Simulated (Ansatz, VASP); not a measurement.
**One calculation of CoSi, two programs**

```
Co Si
1.0
     2.87112    0.00000    0.00000
     0.00000    2.87112    0.00000
     0.00000    0.00000    2.87112
Co Si
1 1
Direct
  0.00000 0.00000 0.00000
  0.50000 0.50000 0.50000
```

Change from the starting cell: volume scaled by 1.1, no spin polarisation, PAW files.

Alike in both runs: task single point; functional PBE; k mesh 14 × 14 × 14; occupations fermi-dirac, width 0.03 eV; no spin polarisation.

|  | VASP | Ansatz |
| --- | --- | --- |
| version | VASP 6.6.1 | Ansatz 0.2.0 |
| potentials or method | VASP PAW PBE potentials, release 64 (Co, Si) | PAW with Ansatz's default frozen-core files, scalar-relativistic |
| plane-wave cutoff (eV) | 520 | 420 |
| valence electrons in the cell | 13 | 21 |

Ansatz gave:

- pressure (GPa): -16.7

Q: What did VASP give for the same quantities?

A: Pressure (GPa): -16.8.

VASP's potentials hold 13 valence electrons a cell and Ansatz's 21, so a difference there can come from the potentials and not from the codes.
